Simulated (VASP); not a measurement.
Runs of VASP 6.6.1 on Ag. The structure is that of space group Fm-3m (No. 225), or close to it. The cells are those of the table. 

```tsv
task	cell	gap on the mesh (eV)	pressure (GPa)
relaxation of cell and atoms	relaxed from a = 2.892 Å, angles 60.0°, 1 atom	none	0.0
relaxation of cell and atoms	relaxed to 15 GPa from a = 2.892 Å, angles 60.0°, 1 atom	none	14.7
single point	a = 2.933 Å, angles 60.0°, 1 atom	none	0.0
relaxation of cell and atoms	relaxed to 45 GPa from a = 2.892 Å, angles 60.0°, 1 atom	none	45.1
relaxation of cell and atoms	relaxed to 30 GPa from a = 2.892 Å, angles 60.0°, 1 atom	none	30.0
single point	a = 2.703 Å, angles 60.0°, 1 atom	none	44.5
single point	a = 2.821 Å, angles 60.0°, 1 atom	none	14.7
single point	a = 2.753 Å, angles 60.0°, 1 atom	none	(a)
```

Alike in all rows: level PBE; potentials or basis VASP PAW PBE potentials, release 64 (Ag); no spin polarisation; k mesh 20 × 20 × 20; cutoff (eV) 500; smearing fermi-dirac 0.1 eV.

Problem. Estimate the missing entries.

Solution. (a) 29.6.

Caveats: the cell is relaxed towards a set pressure, so the run minimises the enthalpy, not the energy (at least some runs); the cell stands under pressure (at least some runs).

A k mesh can miss the band edges, and the runs leave out spin-orbit coupling on Ag.

A gap of «none» marks levels without a gap at the run's occupations.
